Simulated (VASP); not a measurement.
Write the native input for VASP 6.6.1 that does the following.

```
Task                   : single point
Functional             : PBEsol
Potentials or basis    : VASP PAW PBE potentials, release 64 (Pt)
Cutoff                 : 520 eV
k mesh                 : 22 × 22 × 22
Occupations            : gaussian, width 0.15 eV
Spin                   : no spin polarisation
Dipole correction      : no
Further INCAR settings : ALGO = Fast; EDIFF = 1e-07; NBANDS = 11
```

The structure of Pt lies in POSCAR:

```
Pt
1.0
   -1.5366934000      1.5366934000      1.5842200000
    1.5366934000     -1.5366934000      1.5842200000
    1.5366934000      1.5366934000     -1.5842200000
Pt
1
Direct
    0.0000000000      0.0000000000      0.0000000000
```

This cell differs from its parent crystal: strain -0.030 along x and y, +0.000 along z.

These files were run (other wordings do the same):

INCAR

```
ALGO = Fast ; EDIFF = 1E-7
ENCUT = 520 ; GGA = PS
ISIF = 2 ; ISMEAR = 0
LASPH = T ; LCHARG = F
LREAL = F ; LWAVE = F
NBANDS = 11 ; NELM = 100
PREC = Accurate ; SIGMA = 0.15
```

KPOINTS

```
k-points
0
Gamma
  22 22 22
```

Potentials or basis: VASP PAW PBE potentials, release 64 (Pt).

The run is started by

```bash
$ cat potpaw_PBE.64/Pt/POTCAR > POTCAR
$ mpirun -np 1 vasp_std > vasp.out
```

It gave:

The pressure is 4.3 GPa and the band gap on the k mesh is zero (band 5 reaches 12.18 eV, above the bottom of band 6 at 9.82 eV).

Caveat: the cell differs from its parent crystal (strain -0.030 along x and y, +0.000 along z); the PAW data sets were made with another functional, which shifts forces and pressure a little; spin-orbit coupling is left out, which moves the levels of the heavy elements.

Wall time 78 s on 1 thread of Intel(R) Xeon(R) Platinum 8375C CPU @ 2.90GHz (Ice Lake) (shared host), peak memory 0.24 GiB.
